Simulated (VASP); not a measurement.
# TmI4 (Fm-3m) in VASP: relaxation of cell and atoms with PBE

Aim: the relaxation of cell and atoms of TmI4 with PBE.

All numbers are computed with VASP 6.6.1; they aren't measurements. Logs are shortened: lines on timing, memory, paths and dates and some standing lists are left out, and cuts for length are marked.

### 1 The cell of the first run

It takes space group Fm-3m (No. 225, cubic). The conventional cell has a = 12.050 Å, b = 12.050 Å, c = 12.050 Å, α = 90.00°, β = 90.00°, γ = 90.00°. Within 4.0 Å of Tm (site symmetry -43m) lie 4 I at 3.00 Å. Within 3.4 Å of I (site symmetry 3m) lie 3 I at 2.56 Å and 1 Tm at 3.00 Å.

The cell was generated, and may not be a known phase.

### 2 Relaxation of cell and atoms, PBE

The input, INCAR:

```
SYSTEM = TmI4
ALGO = Normal ; EDIFF = 1E-7
EDIFFG = -0.08 ; ENCUT = 500
GGA = PE ; GGA_COMPAT = .FALSE.
IBRION = 2 ; ISIF = 3
ISMEAR = 0 ; LASPH = .TRUE.
LCHARG = .FALSE. ; LMAXMIX = 6
LREAL = .FALSE. ; LWAVE = .FALSE.
NELM = 200 ; NELMIN = 4
NSW = 36 ; PREC = Accurate
SIGMA = 0.2
```

The input, KPOINTS:

```
k-points
0
G
  3 3 3
  0 0 0
```

The input, POSCAR:

```
TmI4
1.0
    0.0000000000      6.0248512300      6.0248512300
    6.0248512300      0.0000000000      6.0248512300
    6.0248512300      6.0248512300      0.0000000000
Tm I
2 8
Direct
    0.2500000000      0.2500000000      0.2500000000
    0.7500000000      0.7500000000      0.7500000000
    0.6062552600      0.6062552600      0.6062552600
    0.6062552600      0.6062552600      0.1812342200
    0.6062552600      0.1812342200      0.6062552600
    0.1812342200      0.6062552600      0.6062552600
    0.3937447400      0.3937447400      0.8187657800
    0.3937447400      0.3937447400      0.3937447400
    0.3937447400      0.8187657800      0.3937447400
    0.8187657800      0.3937447400      0.3937447400
```

Potentials or basis: VASP PAW PBE potentials, release 64 (Tm_3, I), 4f in core.

Command:

```console
> cat potpaw_PBE.64/Tm_3/POTCAR potpaw_PBE.64/I/POTCAR > POTCAR
> mpirun -np 1 vasp_std > vasp.out
```

OUTCAR:

```text
SYSTEM = TmI4
   EDIFF = 1E-7
   EDIFFG = -0.08
   ENCUT = 500
   GGA = PE
   IBRION = 2
   ISIF = 3
   ISMEAR = 0
   LASPH = .TRUE.
   LREAL = .FALSE.
   NELM = 200
   NELMIN = 4
   NSW = 36
   PREC = Accurate

 ion  position               nearest neighbor table
   1  0.250  0.250  0.250-   7 3.00   9 3.00  10 3.00   8 3.00
   2  0.750  0.750  0.750-   4 3.00   5 3.00   6 3.00   3 3.00
   3  0.606  0.606  0.606-   7 2.56   9 2.56  10 2.56   2 3.00
   4  0.606  0.606  0.181-   8 2.56   9 2.56  10 2.56   2 3.00
   5  0.606  0.181  0.606-   8 2.56   7 2.56  10 2.56   2 3.00
   6  0.181  0.606  0.606-   8 2.56   7 2.56   9 2.56   2 3.00
   7  0.394  0.394  0.819-   3 2.56   5 2.56   6 2.56   1 3.00
   8  0.394  0.394  0.394-   4 2.56   5 2.56   6 2.56   1 3.00
   9  0.394  0.819  0.394-   3 2.56   4 2.56   6 2.56   1 3.00
  10  0.819  0.394  0.394-   3 2.56   4 2.56   5 2.56   1 3.00

  LATTYP: Found a face centered cubic cell.
 ALAT       =    12.0497024600

  Lattice vectors:

 A1 = (   0.0000000000,   6.0248512300,   6.0248512300)
 A2 = (   6.0248512300,   0.0000000000,   6.0248512300)
 A3 = (   6.0248512300,   6.0248512300,   0.0000000000)

Analysis of symmetry for initial positions (statically):
=====================================================================
 Subroutine PRICEL returns:
 Original cell was already a primitive cell.

 Routine SETGRP: Setting up the symmetry group for a
 face centered cubic supercell.

 Subroutine GETGRP returns: Found 48 space group operations
 (whereof 48 operations were pure point group operations)
 out of a pool of 48 trial point group operations.

The static configuration has the point symmetry O_h .

Analysis of symmetry for dynamics (positions and initial velocities):
=====================================================================
 Subroutine PRICEL returns:
 Original cell was already a primitive cell.

 Routine SETGRP: Setting up the symmetry group for a
 face centered cubic supercell.

 Subroutine GETGRP returns: Found 48 space group operations
 (whereof 48 operations were pure point group operations)
 out of a pool of 48 trial point group operations.

The dynamic configuration has the point symmetry O_h .

 Subroutine INISYM returns: Found 48 space group operations
 (whereof 48 operations are pure point group operations),
 and found     1 'primitive' translations

----------------------------------------------------------------------------------------

                                     Primitive cell

  volume of cell :     437.3901

  direct lattice vectors                    reciprocal lattice vectors
     0.000000000  6.024851230  6.024851230    -0.082989601  0.082989601  0.082989601
     6.024851230  0.000000000  6.024851230     0.082989601 -0.082989601  0.082989601
     6.024851230  6.024851230  0.000000000     0.082989601  0.082989601 -0.082989601

  length of vectors
     8.520426321  8.520426321  8.520426321     0.143742206  0.143742206  0.143742206

  position of ions in fractional coordinates (direct lattice)
     0.250000000  0.250000000  0.250000000
     0.750000000  0.750000000  0.750000000
     0.606255260  0.606255260  0.606255260
     0.606255260  0.606255260  0.181234220
     0.606255260  0.181234220  0.606255260
     0.181234220  0.606255260  0.606255260
     0.393744740  0.393744740  0.818765780
     0.393744740  0.393744740  0.393744740
     0.393744740  0.818765780  0.393744740
     0.818765780  0.393744740  0.393744740

  ion indices of the primitive-cell ions
   primitive index   ion index
                 1           1
                 2           2
                 3           3
                 4           4
                 5           5
                 6           6
                 7           7
                 8           8
                 9           9
                10          10

----------------------------------------------------------------------------------------

 KPOINTS: k-points

Automatic generation of k-mesh.
 Grid dimensions read from file:
 generate k-points for:    3    3    3

 Generating k-lattice:

  Cartesian coordinates                     Fractional coordinates (reciprocal lattice)
    -0.027663200  0.027663200  0.027663200     0.333333333  0.000000000  0.000000000
     0.027663200 -0.027663200  0.027663200     0.000000000  0.333333333  0.000000000
     0.027663200  0.027663200 -0.027663200     0.000000000  0.000000000  0.333333333

  Length of vectors
     0.047914069  0.047914069  0.047914069

  Shift w.r.t. Gamma in fractional coordinates (k-lattice)
     0.000000000  0.000000000  0.000000000

 Subroutine IBZKPT returns following result:
 ===========================================

 Found      4 irreducible k-points:

 Following reciprocal coordinates:
            Coordinates               Weight
  0.000000  0.000000  0.000000      1.000000
  0.333333  0.000000  0.000000      8.000000
  0.333333  0.333333  0.000000      6.000000
 -0.333333  0.333333  0.000000     12.000000
   k-points           NKPTS =      4   k-points in BZ     NKDIM =      4   number of bands    NBANDS=     44
   number of dos      NEDOS =    301   number of ions     NIONS =     10
   total plane-waves  NPLWV = 262144
   dimension x,y,z NGX =    64 NGY =   64 NGZ =   64
   dimension x,y,z NGXF=   128 NGYF=  128 NGZF=  128
   ions per type =               2   8
   NGX,Y,Z   is equivalent  to a cutoff of  12.49, 12.49, 12.49 a.u.
   NGXF,Y,Z  is equivalent  to a cutoff of  24.97, 24.97, 24.97 a.u.
 SYSTEM =  TmI4
   PREC   = accura    normal or accurate (medium, high low for compatibility)
   ISTART =      0    job   : 0-new  1-cont  2-samecut
   ICHARG =      2    charge: 1-file 2-atom 10-const
   ISPIN  =      1    spin polarized calculation?
   LNONCOLLINEAR =      F non collinear calculations
   LSORBIT =      F    spin-orbit coupling
   LASPH  =      T    aspherical Exc in radial PAW
   ENCUT  =  500.0 eV  36.75 Ry    6.06 a.u.  15.53 15.53 15.53*2*pi/ulx,y,z
   NELM   =    200;   NELMIN=  4; NELMDL= -5     # of ELM steps
   EDIFF  = 0.1E-06   stopping-criterion for ELM
   LREAL  =      F    real-space projection
   EDIFFG = -.8E-01   stopping-criterion for IOM
   NSW    =     36    number of steps for IOM
   IBRION =      2    ionic relax: 0-MD 1-quasi-New 2-CG
   NFREE  =      1    steps in history (QN), initial steepest desc. (CG)
   ISIF   =      3    stress and relaxation
   ISYM   =      2    0-nonsym 1-usesym 2-fastsym
   POTIM  = 0.5000    time-step for ionic-motion
   TEBEG  =    0.0;   TEEND  =   0.0 temperature during run
   PSTRESS=    0.0 pullay stress
   NELECT =      74.0000    total number of electrons
   NUPDOWN=      -1.0000    fix difference up-down
   EMIN   =  10.00;   EMAX   =-10.00  energy-range for DOS
   EFERMI =   0.00;   METHOD = LEGACY
   ISMEAR =     0;   SIGMA  =   0.20  broadening in eV -4-tet -1-fermi 0-gaus
   EFERMI_NEDOS =   21; number of points for ismear=-14 and -15
   IALGO  =     38    algorithm
   IMIX   =      4    mixing-type and parameters
     AMIX     =   0.40;   BMIX     =  1.00
     AMIX_MAG =   1.60;   BMIX_MAG =  1.00
  volume/ion in A,a.u.               =      43.74       295.17
  Fermi-wavevector in a.u.,A,eV,Ry     =   0.905446  1.711044 11.154490  0.819832
  Thomas-Fermi vector in A             =   2.029014
   LORBIT       =      0    0 simple, 1 ext, 2 COOP (PROOUT), +10 PAW based schemes
   GGA     = PE    functional components
   LHFCALC =     F    Hartree Fock is set to
   AEXX    =    0.0000 exact exchange contribution
   IVDW    =     0    specifies the selected vdW correction
   LEPSILON=     F    determine dielectric tensor
   LRPA    =     F    only Hartree local field effects (RPA)
 conjugate gradient relaxation of ions
 non-spin polarized calculation
 Gauss-broadening in eV      SIGMA  =   0.20
  energy-cutoff  :      500.00
  volume of cell :      437.39
 maximum number of plane-waves:     11146
 NGX is ok and might be reduce to    64
   NGX = 31   NGY = 31   NGZ = 31

--------------------------------------- Ionic step        1  -------------------------------------------

 number of electron      73.9999995 magnetization

 Free energy of the ion-electron system (eV)
  ---------------------------------------------------
  ext. energy  EPLUGINS =         0.00000000
  ---------------------------------------------------
  free energy    TOTEN  =         2.11232925 eV

  energy without entropy =        2.25613313  energy(sigma->0) =        2.18423119

 E-fermi :   4.3254     XC(G=0):  -7.2592

 val. band max:        4.2255039526   @ k =   0.3333   0.3333   0.0000
 cond. band min:       4.3895586329   @ k =   0.0000   0.0000   0.0000
 fundamental gap:      0.1640546803
 Fermi energy:         4.3253517961

 k-point     1 :       0.0000    0.0000    0.0000
  band No.  band energies     occupation
      1     -22.7448      2.00000
      2     -22.7448      2.00000
      3     -22.7448      2.00000
      4     -22.7446      2.00000
      5     -22.7446      2.00000
      6     -22.7446      2.00000
[... 302 lines left out ...]
  FREE ENERGIE OF THE ION-ELECTRON SYSTEM (eV)
  ---------------------------------------------------
  free  energy   TOTEN  =       -27.9288267186 eV

  energy  without entropy=      -27.6998194213  energy(sigma->0) =      -27.81432307

[... ionic steps 4 to 10 ...]

--------------------------------------- Ionic step       11  -------------------------------------------

 number of electron      73.9999999 magnetization

------------------------ aborting loop because EDIFF is reached ----------------------------------------

  FORCE on cell =-STRESS in cart. coord.  units (eV):
  Direction    XX          YY          ZZ          XY          YZ          ZX
  --------------------------------------------------------------------------------------
  -------------------------------------------------------------------------------------
  Total        1.7485234      1.7485234      1.7485234      0.0000000      0.0000000      0.0000000
  in kB        3.6553224      3.6553224      3.6553224      0.0000000      0.0000000      0.0000000
  external PRESSURE =       3.6553224 kB  Pullay stress =       0.0000000 kB
[... 73 lines left out ...]
  energy  without entropy=      -29.1935097099  energy(sigma->0) =      -29.31971471

--------------------------------------- Ionic step       13  -------------------------------------------

 number of electron      73.9999987 magnetization

 Free energy of the ion-electron system (eV)
  ---------------------------------------------------
  ext. energy  EPLUGINS =         0.00000000
  ---------------------------------------------------
  free energy    TOTEN  =       -29.46864173 eV

  energy without entropy =      -29.22073314  energy(sigma->0) =      -29.34468744

 E-fermi :  -2.1624     XC(G=0):  -5.2747

 val. band max:       -2.1804019393   @ k =   0.0000   0.0000   0.0000
 cond. band min:      -2.0934142312   @ k =  -0.3333   0.3333   0.0000
 fundamental gap:      0.0869877081
 Fermi energy:        -2.1624478444

 k-point     1 :       0.0000    0.0000    0.0000
  band No.  band energies     occupation
      1     -26.7872      2.00000
      2     -26.7872      2.00000
      3     -26.7872      2.00000
      4     -26.7872      2.00000
      5     -26.7872      2.00000
      6     -26.7872      2.00000
[... 214 lines left out ...]
  FREE ENERGIE OF THE ION-ELECTRON SYSTEM (eV)
  ---------------------------------------------------
  free  energy   TOTEN  =       -29.4686417334 eV

  energy  without entropy=      -29.2207331374  energy(sigma->0) =      -29.34468744

 reached required accuracy - stopping structural energy minimisation
```

It took 18 min on 1 thread of AMD EPYC 9R45 (Zen 5), shared host; peak memory 0.62 GiB.

Results:

* Free energy: -29.4686 eV
* Relaxed volume: 78.43 Å³/atom
* Relaxed cell: a = 10.351 Å, b = 10.351 Å, c = 10.351 Å, α = 60.00°, β = 60.00°, γ = 60.00°
* Space group after relaxing (to 0.1 Å): Fm-3m (No. 225)
* Energy gained by relaxing: 3158.1 meV/atom
* Ionic steps: 13
* Pressure after relaxing: 0.0 GPa
* Largest force after relaxing: 0.046 eV/Å
* Band gap on the k mesh: zero (filled and empty bands overlap)

Forces in eV/Å, atoms in the order of the input:
```
Tm   0.000  0.000  0.000
Tm   0.000  0.000  0.000
I    0.026  0.026  0.026
I   -0.026 -0.026  0.026
I   -0.026  0.026 -0.026
I    0.026 -0.026 -0.026
I    0.026  0.026 -0.026
I   -0.026 -0.026 -0.026
I    0.026 -0.026  0.026
I   -0.026  0.026  0.026
```

The path:
| step | energy change (eV) | largest force (eV/Å) | pressure (GPa) | volume (Å³) |
| --- | --- | --- | --- | --- |
| 1 | 0.0000 | 13.5465 | 27.22 | 437.39 |
| 2 | -28.9876 | 1.4155 | -1.95 | 1096.55 |
| 3 | -30.0412 | 1.4695 | -1.35 | 751.94 |
| 4 | -30.1001 | 1.3907 | -1.60 | 786.10 |
| 5 | -30.0791 | 1.4306 | -1.47 | 766.46 |
| 6 | -31.0618 | 0.8245 | -0.22 | 704.84 |
| 7 | -31.1871 | 0.3708 | 0.71 | 675.52 |
| 8 | -31.1881 | 0.4091 | 0.64 | 677.68 |
| 9 | -31.3342 | 0.2716 | 0.51 | 695.36 |
| 10 | -31.5443 | 0.0676 | 0.36 | 750.27 |
| 11 | -31.5582 | 0.1471 | 0.37 | 766.40 |
| 12 | -31.5582 | 0.2259 | -0.30 | 802.87 |
| 13 | -31.5810 | 0.0455 | 0.01 | 784.28 |

Final structure:
```yaml
crystal:
  lattice:
    - [0.00000, 7.31948, 7.31948]
    - [7.31948, 0.00000, 7.31948]
    - [7.31948, 7.31948, 0.00000]
  atoms:
    - { symbol: Tm, position: [0.25000, 0.25000, 0.25000] }
    - { symbol: Tm, position: [0.75000, 0.75000, 0.75000] }
    - { symbol: I, position: [0.63776, 0.63776, 0.63776] }
    - { symbol: I, position: [0.63776, 0.63776, 0.08672] }
    - { symbol: I, position: [0.63776, 0.08672, 0.63776] }
    - { symbol: I, position: [0.08672, 0.63776, 0.63776] }
    - { symbol: I, position: [0.36224, 0.36224, 0.91328] }
    - { symbol: I, position: [0.36224, 0.36224, 0.36224] }
    - { symbol: I, position: [0.36224, 0.91328, 0.36224] }
    - { symbol: I, position: [0.91328, 0.36224, 0.36224] }
```

Caveat: the volume moved by over 15 % at a fixed basis, so the end points are rough; spin-orbit coupling is left out, which moves the levels of the heavy elements; the 4f electrons are frozen in the core, so they carry no moment and show no levels; the run has no spin polarisation, though such a crystal can be magnetic; the relaxation stopped at a loose force limit of 0.08 eV/Å, so its end isn't a converged minimum.

The gap in the log of VASP goes by the Fermi energy; the results here count the filled bands.